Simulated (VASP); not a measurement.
A run of VASP 6.6.1 is set up as follows.

File POSCAR:

```
CdS
1.0
    4.1605991063      0.0000000000      0.0000000000
   -2.0802995531      3.6031845210      0.0000000000
    0.0000000000      0.0000000000     13.5541938596
Cd S
4 4
Direct
    0.0000000000      0.0000000000     -0.0003495472
    0.3333333333      0.6666666667      0.2498897453
    0.0000000000      0.0000000000      0.4996504528
    0.6666666667      0.3333333333      0.7498897453
    0.0000000000      0.0000000000      0.1876440827
    0.3333333333      0.6666666667      0.4378157192
    0.0000000000      0.0000000000      0.6876440827
    0.6666666667      0.3333333333      0.9378157192
```

File INCAR.step1:

```
ALGO = Normal
EDIFF = 1E-4
ENCUT = 520
GGA = PE
ISMEAR = 0
LASPH = T
LCHARG = F
LREAL = F
LWAVE = T
NBANDS = 46
NELM = 100
PREC = Accurate
SIGMA = 0.01
```

The input INCAR.step2:

```
ALGO = Normal
EDIFF = 1E-7
ENCUT = 520
ISIF = 2
ISMEAR = 0
ISTART = 1
LASPH = T
LCHARG = F
LMIXTAU = T
LREAL = F
LWAVE = F
METAGGA = R2SCAN
NBANDS = 46
NELM = 100
PREC = Accurate
SIGMA = 0.01
```

File KPOINTS:

```
k-points
0
Gamma
  6 6 2
```

Potentials or basis: VASP PAW PBE potentials, release 64 (Cd, S).

The run is started by

```sh
$ cat potpaw_PBE.64/Cd/POTCAR potpaw_PBE.64/S/POTCAR > POTCAR
$ cp INCAR.step1 INCAR
$ mpirun -np 1 vasp_std > vasp.out
$ cp INCAR.step2 INCAR
$ mpirun -np 1 vasp_std > vasp.out
```

Task: Predict the pressure.

Result: 0.3 GPa.

Task: What does it give for the band gap on the k mesh?

Result: 1.58 eV, direct.

Caveat: the PAW data sets were made with another functional, which shifts forces and pressure a little. r2SCAN opens gaps a little over a GGA but as a rule still falls short of measured ones.
